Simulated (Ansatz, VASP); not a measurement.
**Two plane-wave programs on SnO**

```
Sn O
1.0
     3.72817    0.00000    0.00000
     0.00000    3.72817    0.00000
     0.00000    0.00000    4.75058
Sn O
2 2
Direct
  0.93902 0.50000 0.24247
  0.56098 0.00000 0.75753
  0.00923 0.00000 0.00000
  0.49077 0.50000 0.00000
```

Change from the starting cell: mode 4 frozen in at -0.232 Å, equal normal strain along x and y -0.0200.

Alike in both runs: task single point; functional PBEsol; k mesh 10 × 10 × 8; occupations gaussian, width 0.15 eV; no spin polarisation.

|  | VASP | Ansatz |
| --- | --- | --- |
| version | VASP 6.6.1 | Ansatz 0.2.0 |
| potentials or method | VASP PAW PBE potentials, release 64 (Sn_d, O), cutoff 520 eV | scalar-relativistic, plane waves, PAW |
| valence electrons in the cell | 40 | 40 |

VASP gave:

| Item | Value |
| --- | --- |
| gap on the k mesh at the Fermi level (eV) | none |
| pressure (GPa) | 7.8 |
| traceless stress, the component that is largest in VASP (GPa) | 7.62 |
| rms of the force components (eV/Å) | 0.890 |

Question: Estimate Ansatz's values.

Answer: gap on the k mesh at the Fermi level (eV): none; pressure (GPa): 7.4; traceless stress, the component that is largest in VASP (GPa): 7.40; rms of the force components (eV/Å): 0.849.

VASP's potentials were made for PBE, not for PBEsol, and Ansatz warns of the same on its side. Atom by atom the forces differ by 0.052 eV/Å (rms over components). A gap of «none» marks a metal or a gap that the smearing closes.
